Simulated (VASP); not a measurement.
SrO:

```
Sr O
1.0
     0.00000    2.56630    2.56630
     2.56630    0.00000    2.56630
     2.56630    2.56630    0.00000
Sr O
1 1
Cartesian
  2.5663 2.5663 2.5663
  0.0000 0.0000 0.0000
```

```yaml
Program: VASP 6.6.1
Task: relaxation of cell and atoms
Functional: r2SCAN
Potentials_or_basis: VASP PAW PBE potentials, release 64 (Sr_sv, O)
Cutoff: 600 eV
k_mesh: 8 × 8 × 8
Occupations: gaussian, width 0.02 eV
Spin: no spin polarisation
```

At the start: pressure 2.0 GPa; volume 16.90 Å³/atom.

How do energy, volume and symmetry change on relaxing?

Over 3 steps the energy falls by 2.2 meV/atom and the volume is 17.25 Å³/atom (+2.1 %); space group Fm-3m (No. 225, to 0.05 Å).

The path:
```
step  energy change (eV)  largest force (eV/Å)  pressure (GPa)  volume (Å³)
   1              0.0000                0.0000            2.04        33.80
   2             -0.0033                0.0000           -0.93        34.87
   3             -0.0044                0.0000            0.01        34.51
```

Final structure:
```xyz
2
Lattice="0.0000 2.5840 2.5840 2.5840 0.0000 2.5840 2.5840 2.5840 0.0000" Properties=species:S:1:pos:R:3 pbc="T T T"
Sr    2.5840    2.5840    2.5840
O     0.0000    0.0000    0.0000
```

Caveat: the PAW data sets were made with another functional, which shifts forces and pressure a little.
